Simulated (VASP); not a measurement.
Runs of VASP 6.6.1 on ZrO5. The structure is that of space group P6/mmm (No. 191), or close to it. The cells are those of the table. The cell was generated, and may not be a known phase.

```tsv
task	cell	k mesh	cutoff (eV)	gap on the mesh (eV)	pressure (GPa)	relaxed volume (Å³/atom)
single point	a = 4.465, b = 4.465, c = 3.655 Å, angles 90.0, 90.0, 120.0°, 6 atoms	6 × 6 × 6	520	none	(a)	-
relaxation of cell and atoms	relaxed from a = 4.465, b = 4.465, c = 3.655 Å, angles 90.0, 90.0, 120.0°, 6 atoms	6 × 6 × 6	600	none	0.1	9.98
relaxation of cell and atoms	relaxed from a = 3.730, b = 3.730, c = 5.597 Å, angles 90.0, 90.0, 120.0°, 6 atoms	12 × 12 × 8	600	none	0.0	11.24
single point	a = 3.734, b = 3.734, c = 5.614 Å, angles 90.0, 90.0, 120.0°, 6 atoms	12 × 12 × 8	520	none	0.1	-
single point	a = 3.730, b = 3.730, c = 5.597 Å, angles 90.0, 90.0, 120.0°, 6 atoms	6 × 6 × 6	520	none	0.1	-
```

Alike in all rows: level PBE; potentials or basis VASP PAW PBE potentials, release 64 (Zr_sv, O); no spin polarisation; smearing gaussian 0.1 eV.

Task: Fill in the values left out.

Result: (a) -19.1.

Caveats: the stress differs along the axes, from -31 to 5 GPa (at least some runs); a cell axis changed by over 15 % at a fixed basis, so the end point is rough (at least some runs).

A k mesh can miss the band edges, and the runs leave out spin-orbit coupling on Zr.

A gap of «none» marks levels without a gap at the run's occupations.
